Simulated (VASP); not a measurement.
A run of VASP 6.6.1 is set up as follows.

The input INCAR:

```
PREC = Accurate ; ENCUT = 520
EDIFF = 1E-6 ; ISMEAR = 0
SIGMA = 0.05 ; LREAL = F
LASPH = T ; NELM = 100
ALGO = Normal ; ISIF = 2
LWAVE = F ; LCHARG = F
GGA = PS ; NBANDS = 17
```

KPOINTS

```
Automatic mesh
0
Gamma
  8 8 8
```

File POSCAR:

```
TeRu
1.0
    0.0000000000      2.8875755888      2.8875755888
    2.8875755888      0.0000000000      2.8875755888
    2.8875755888      2.8875755888      0.0000000000
Ru Te
1 1
Direct
    0.0000000000      0.0000000000      0.0000000000
    0.2500000000      0.2500000000      0.2500000000
```

Potentials or basis: VASP PAW PBE potentials, release 64 (Ru_pv, Te).

Launch:

```sh
$ cat potpaw_PBE.64/Ru_pv/POTCAR potpaw_PBE.64/Te/POTCAR > POTCAR
$ mpirun -np 1 vasp_std > vasp.out
```

Question: Estimate the pressure.

Answer: 2.2 GPa.

Question: Predict the band gap on the k mesh.

Answer: Zero (bands 10 and 11 overlap by 3.46 eV).

Caveat: the PAW data sets were made with another functional, which shifts forces and pressure a little; spin-orbit coupling is left out, which moves the levels of the heavy elements.
